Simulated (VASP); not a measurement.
# GaAg3 (P-6m2) in VASP: a series of runs

GaAg3 is run at these levels: LDA; tasks: single point.

Everything below comes from runs of VASP 6.6.1. Logs are shortened: lines on timing, memory, paths and dates and some standing lists are left out, and cuts for length are marked.

**1. The cell of the first run**

Symmetry: P-6m2, No. 187, hexagonal system. The conventional cell has a = 2.938 Å, b = 2.938 Å, c = 9.116 Å, α = 90.00°, β = 90.00°, γ = 120.00°. Within 3.7 Å of Ga (site symmetry -6m2) lie 6 Ag at 2.78 Å and 6 Ga at 2.94 Å. Within 3.8 Å of Ag (site symmetry -6m2) lie 12 Ag at 2.90 to 2.94 Å. Within 3.7 Å of Ag (site symmetry 3m) lie 3 Ga at 2.78 Å and 9 Ag at 2.90 to 2.94 Å.

**2. Single point, LDA**

INCAR

```
SYSTEM = GaAg3
  ALGO = Normal
  EDIFF = 1E-6
  ENCUT = 520
  GGA = CA
  ISIF = 2
  ISMEAR = 0
  LASPH = .TRUE.
  LCHARG = .FALSE.
  LREAL = .FALSE.
  LWAVE = .FALSE.
  NBANDS = 31
  NELM = 80
  PREC = Accurate
  SIGMA = 0.15
```

KPOINTS

```
k-points
0
G
  10 10 3
  0 0 0
```

POSCAR

```
GaAg3
1.0
    2.9378662600      0.0000000000      0.0000000000
   -1.4689331300      2.5442668100      0.0000000000
    0.0000000000      0.0000000000      9.1161349400
Ga Ag
1 3
Direct
    0.6666666700      0.3333333300      0.0000000000
    0.6666666700      0.3333333300      0.5000000000
    0.3333333300      0.6666666700      0.2419234500
    0.3333333300      0.6666666700      0.7580765500
```

Potentials or basis: VASP PAW LDA potentials, release 64 (Ga_d, Ag).

Started as:

```console
> cat potpaw_LDA.64/Ga_d/POTCAR potpaw_LDA.64/Ag/POTCAR > POTCAR
> mpirun -np 1 vasp_std > vasp.out
```

OUTCAR:

```text
SYSTEM = GaAg3
   EDIFF = 1E-6
   ENCUT = 520
   GGA = CA
   ISIF = 2
   ISMEAR = 0
   LASPH = .TRUE.
   LREAL = .FALSE.
   NELM = 80
   PREC = Accurate

 ion  position               nearest neighbor table
   1  0.667  0.333  0.000-   3 2.78   4 2.78   3 2.78   4 2.78   3 2.78   4 2.78
   2  0.667  0.333  0.500-   3 2.90   4 2.90   3 2.90   4 2.90   3 2.90   4 2.90
   3  0.333  0.667  0.242-   1 2.78   1 2.78   1 2.78   2 2.90   2 2.90   2 2.90
   4  0.333  0.667  0.758-   1 2.78   1 2.78   1 2.78   2 2.90   2 2.90   2 2.90

  LATTYP: Found a hexagonal cell.
 ALAT       =     2.9378662600
 C/A-ratio  =     3.1029781934

  Lattice vectors:

 A1 = (   2.9378662600,   0.0000000000,   0.0000000000)
 A2 = (  -1.4689331300,   2.5442668100,   0.0000000000)
 A3 = (   0.0000000000,   0.0000000000,   9.1161349400)

Analysis of symmetry for initial positions (statically):
=====================================================================
 Subroutine PRICEL returns:
 Original cell was already a primitive cell.

 Routine SETGRP: Setting up the symmetry group for a
 hexagonal supercell.

 Subroutine GETGRP returns: Found 12 space group operations
 (whereof 12 operations were pure point group operations)
 out of a pool of 24 trial point group operations.

The static configuration has the point symmetry D_3h.

Analysis of symmetry for dynamics (positions and initial velocities):
=====================================================================
 Subroutine PRICEL returns:
 Original cell was already a primitive cell.

 Routine SETGRP: Setting up the symmetry group for a
 hexagonal supercell.

 Subroutine GETGRP returns: Found 12 space group operations
 (whereof 12 operations were pure point group operations)
 out of a pool of 24 trial point group operations.

The dynamic configuration has the point symmetry D_3h.

 Subroutine INISYM returns: Found 12 space group operations
 (whereof 12 operations are pure point group operations),
 and found     1 'primitive' translations

----------------------------------------------------------------------------------------

                                     Primitive cell

  volume of cell :      68.1405

  direct lattice vectors                    reciprocal lattice vectors
[... 81 lines left out ...]
 SYSTEM =  GaAg3
   PREC   = accura    normal or accurate (medium, high low for compatibility)
   ISTART =      0    job   : 0-new  1-cont  2-samecut
   ICHARG =      2    charge: 1-file 2-atom 10-const
   ISPIN  =      1    spin polarized calculation?
   LNONCOLLINEAR =      F non collinear calculations
   LSORBIT =      F    spin-orbit coupling
   LASPH  =      T    aspherical Exc in radial PAW
   ENCUT  =  520.0 eV  38.22 Ry    6.18 a.u.   5.46  5.46 16.95*2*pi/ulx,y,z
   NELM   =     80;   NELMIN=  2; NELMDL= -5     # of ELM steps
   EDIFF  = 0.1E-05   stopping-criterion for ELM
   LREAL  =      F    real-space projection
   EDIFFG = 0.1E-04   stopping-criterion for IOM
   NSW    =      0    number of steps for IOM
   IBRION =     -1    ionic relax: 0-MD 1-quasi-New 2-CG
   NFREE  =      0    steps in history (QN), initial steepest desc. (CG)
   ISIF   =      2    stress and relaxation
   ISYM   =      2    0-nonsym 1-usesym 2-fastsym
   POTIM  = 0.5000    time-step for ionic-motion
   TEBEG  =    0.0;   TEEND  =   0.0 temperature during run
   PSTRESS=    0.0 pullay stress
   NELECT =      46.0000    total number of electrons
   NUPDOWN=      -1.0000    fix difference up-down
   EMIN   =  10.00;   EMAX   =-10.00  energy-range for DOS
   EFERMI =   0.00;   METHOD = LEGACY
   ISMEAR =     0;   SIGMA  =   0.15  broadening in eV -4-tet -1-fermi 0-gaus
   EFERMI_NEDOS =   21; number of points for ismear=-14 and -15
   IALGO  =     38    algorithm
   IMIX   =      4    mixing-type and parameters
     AMIX     =   0.40;   BMIX     =  1.00
     AMIX_MAG =   1.60;   BMIX_MAG =  1.00
  volume/ion in A,a.u.               =      17.04       114.96
  Fermi-wavevector in a.u.,A,eV,Ry     =   1.436125  2.713883 28.061412  2.062456
  Thomas-Fermi vector in A             =   2.555348
   LORBIT       =      0    0 simple, 1 ext, 2 COOP (PROOUT), +10 PAW based schemes
   GGA     = CA    functional components
   LHFCALC =     F    Hartree Fock is set to
   AEXX    =    0.0000 exact exchange contribution
   IVDW    =     0    specifies the selected vdW correction
   LEPSILON=     F    determine dielectric tensor
   LRPA    =     F    only Hartree local field effects (RPA)
 non-spin polarized calculation
 Gauss-broadening in eV      SIGMA  =   0.15
  energy-cutoff  :      520.00
  volume of cell :       68.14
 maximum number of plane-waves:      1881
 NGX is ok and might be reduce to    24
   NGX = 11   NGY = 11   NGZ = 33

 number of electron      46.0000017 magnetization

 Free energy of the ion-electron system (eV)
  ---------------------------------------------------
  ext. energy  EPLUGINS =         0.00000000
  ---------------------------------------------------
  free energy    TOTEN  =       -14.96342600 eV

  energy without entropy =      -14.95075609  energy(sigma->0) =      -14.95709105

 E-fermi :   7.8116     XC(G=0): -12.4116

 val. band max:        7.5222383572   @ k =   0.5000   0.0000   0.0000
 cond. band min:       7.8261440700   @ k =   0.4000  -0.0000   0.0000
 fundamental gap:      0.3039057127
 Fermi energy:         7.8115791653

 k-point     1 :       0.0000    0.0000    0.0000
  band No.  band energies     occupation
      1      -7.4794      2.00000
      2      -7.4656      2.00000
      3      -7.4656      2.00000
      4      -7.2941      2.00000
      5      -7.2941      2.00000
      6      -2.5543      2.00000
[... 805 lines left out ...]
     30      16.5191      0.00000
     31      17.1263      0.00000

 [... further k-points ...]
[... 5 lines left out ...]
  --------------------------------------------------------------------------------------
  -------------------------------------------------------------------------------------
  Total       -2.8607074     -2.8607074     -3.3442081      0.0000000      0.0000000      0.0000000
  in kB      -67.2633675    -67.2633673    -78.6318439      0.0000000      0.0000000      0.0000000
  external PRESSURE =     -71.0528596 kB  Pullay stress =       0.0000000 kB

 VOLUME and BASIS-vectors are now :
 -----------------------------------------------------------------------------
  energy-cutoff  :      520.00
  volume of cell :       68.14
      direct lattice vectors                 reciprocal lattice vectors
     2.937866260  0.000000000  0.000000000     0.340383092  0.196520270  0.000000000
    -1.468933130  2.544266810  0.000000000     0.000000000  0.393040540  0.000000000
     0.000000000  0.000000000  9.116134940     0.000000000  0.000000000  0.109695612

 POSITION                                       TOTAL-FORCE (eV/Angst)
 -----------------------------------------------------------------------------------
      1.46893      0.84809      0.00000         0.000000     -0.000000      0.000000
      1.46893      0.84809      4.55807        -0.000000      0.000000      0.000000
     -0.00000      1.69618      2.20541         0.000000     -0.000000      0.015916
     -0.00000      1.69618      6.91073         0.000000      0.000000     -0.015916
 -----------------------------------------------------------------------------------
    total drift:                               -0.000000      0.000000      0.000000

  FREE ENERGIE OF THE ION-ELECTRON SYSTEM (eV)
  ---------------------------------------------------
  free  energy   TOTEN  =       -14.9634259964 eV

  energy  without entropy=      -14.9507560942  energy(sigma->0) =      -14.95709105
```

Run time: 38 s. Hardware: 1 thread of Intel Xeon Platinum 8375C at 2.90GHz (Ice Lake), shared host; peak memory 0.19 GiB.

What came out:

```yaml
Free_energy: -14.9634 eV
Pressure: -7.1 GPa
Largest_force: 0.016 eV/Å
Band_gap_on_the_k_mesh: zero (band 23 reaches 9.01 eV, above the bottom of band 24 at 5.28 eV)
```

Forces on the atoms (eV/Å):
```
Ga   0.000  0.000  0.000
Ag   0.000  0.000  0.000
Ag   0.000  0.000  0.016
Ag   0.000  0.000 -0.016
```

Stress tensor (GPa, compression positive):
```
-6.73  0.00  0.00
 0.00 -6.73  0.00
 0.00  0.00 -7.86
```

Levels at points of the mesh, in eV from the Fermi level:
```tsv
k point	band 21	band 22	band 23	band 24	band 25	band 26
(0.00, 0.00, 0.00)	-3.83	-3.29	-3.29	-1.25	2.11	10.05
(0.50, 0.00, 0.00)	-2.81	-1.99	-0.29	0.58	2.16	2.79
```

**3. Single point, LDA**

INCAR

```
  PREC = Accurate
  ENCUT = 520
  EDIFF = 1E-7
  ISMEAR = 0
  SIGMA = 0.15
  LREAL = F
  LASPH = T
  NELM = 80
  ALGO = Normal
  ISIF = 2
  LWAVE = F
  LCHARG = F
  NBANDS = 31
```

KPOINTS

```
Automatic mesh
0
Gamma
  10 10 3
```

POSCAR is that of step 2.

Potentials or basis: VASP PAW LDA potentials, release 64 (Ga_d, Ag).

Started as:

```console
> cat potpaw_LDA.64/Ga_d/POTCAR potpaw_LDA.64/Ag/POTCAR > POTCAR
> mpirun -np 1 vasp_std > vasp.out
```

Run time: 39 s. Hardware: 1 thread of Intel Xeon Platinum 8375C at 2.90GHz (Ice Lake), shared host; peak memory 0.19 GiB.

The run converged. Its results:

- Free energy: -14.9634 eV
- Pressure: -7.1 GPa
- Largest force: 0.016 eV/Å
- Band gap on the k mesh: zero (band 23 reaches 9.01 eV, above the bottom of band 24 at 5.28 eV)

Forces in eV/Å, atoms in the order of the input:
```
Ga   0.000  0.000  0.000
Ag   0.000  0.000  0.000
Ag   0.000  0.000  0.016
Ag   0.000  0.000 -0.016
```

Stress tensor (GPa, compression positive):
```
-6.73  0.00  0.00
 0.00 -6.73  0.00
 0.00  0.00 -7.87
```

Levels at points of the mesh, in eV from the Fermi level:
```tsv
k point	band 21	band 22	band 23	band 24	band 25	band 26
(0.00, 0.00, 0.00)	-3.83	-3.29	-3.29	-1.25	2.11	10.05
(0.50, 0.00, 0.00)	-2.81	-1.99	-0.29	0.58	2.16	2.79
```
